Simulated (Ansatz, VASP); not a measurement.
One calculation of Mg3I4F2, two programs

```xyz
9
Lattice="6.8194 0.0000 0.0000 -3.4097 5.9057 0.0000 0.0000 0.0000 6.3630" Properties=species:S:1:pos:R:3 pbc="T T T"
Mg    3.4097    0.0000    3.1815
Mg   -1.7048    2.9529    3.1815
Mg    1.7048    2.9529    3.1815
I     0.0000    3.9372    0.0000
I     3.4097    1.9686    0.0000
I     0.0000    0.0000    4.7849
I     0.0000    0.0000    1.5781
F     0.0000    3.9372    3.1815
F     3.4097    1.9686    3.1815
```

Alike in both runs: functional PBE; k mesh 6 × 6 × 6; occupations gaussian, width 0.1 eV; no spin polarisation.

Ansatz relaxed the structure, and its values are those at the end. VASP's run is a single point on that final structure, the one shown.

|  | VASP | Ansatz |
| --- | --- | --- |
| version | VASP 6.6.1 | Ansatz 0.2.0 |
| potentials or method | VASP PAW PBE potentials, release 64 (Mg, I, F), cutoff 520 eV | scalar-relativistic, plane waves, PAW |
| valence electrons in the cell | 48 | 112 |

```csv
,VASP,Ansatz,Ansatz less VASP
gap on the k mesh at the Fermi level (eV),none,none,-
pressure (GPa),-0.1,0.0,+0.13
```

A gap of «none» marks a metal or a gap that the smearing closes. VASP's potentials hold 48 valence electrons a cell and Ansatz's 112, so a difference there can come from the potentials and not from the codes.

Spin-orbit coupling is off throughout.
